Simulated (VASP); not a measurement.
Wanted: the native input for a VASP 6.6.1 run.

```yaml
Task: single point
Functional: PBEsol
Potentials_or_basis: VASP PAW PBE potentials, release 64 (Cd, Te)
Cutoff: 520 eV
k_mesh: 10 × 10 × 10
Occupations: gaussian, width 0.02 eV
Spin: no spin polarisation
Dipole_correction: no
Further_INCAR_settings: ALGO = Normal; EDIFF = 1e-07; NBANDS = 16
```

The structure of CdTe lies in POSCAR:

```
CdTe
1.0
    0.0000000000      3.2455170116      3.2455170116
    3.2455170116      0.0000000000      3.2455170116
    3.2455170116      3.2455170116      0.0000000000
Cd Te
1 1
Direct
    0.0000000000      0.0000000000      0.0000000000
    0.7500000000      0.7500000000      0.7500000000
```

The input as run:

INCAR

```
SYSTEM = CdTe
  PREC = Accurate
  ENCUT = 520
  EDIFF = 1E-7
  ISMEAR = 0
  SIGMA = 0.02
  LREAL = .FALSE.
  LASPH = .TRUE.
  NELM = 100
  ALGO = Normal
  ISIF = 2
  LWAVE = .FALSE.
  LCHARG = .FALSE.
  GGA = PS
  NBANDS = 16
```

KPOINTS

```
regular mesh
0
G
  10 10 10
  0 0 0
```

Potentials or basis: VASP PAW PBE potentials, release 64 (Cd, Te).

The run is started by

```sh
$ cat potpaw_PBE.64/Cd/POTCAR potpaw_PBE.64/Te/POTCAR > POTCAR
$ mpirun -np 1 vasp_std > vasp.out
```

Results of the run:

- Pressure: 0.1 GPa
- Band gap on the k mesh: 0.65 eV, direct

Caveat: the PAW data sets were made with another functional, which shifts forces and pressure a little; spin-orbit coupling is left out, which moves the levels of the heavy elements.

Wall time 45 s on 1 thread of AMD EPYC 9R45 96-Core Processor (Zen 5) (shared host), peak memory 0.2 GiB.
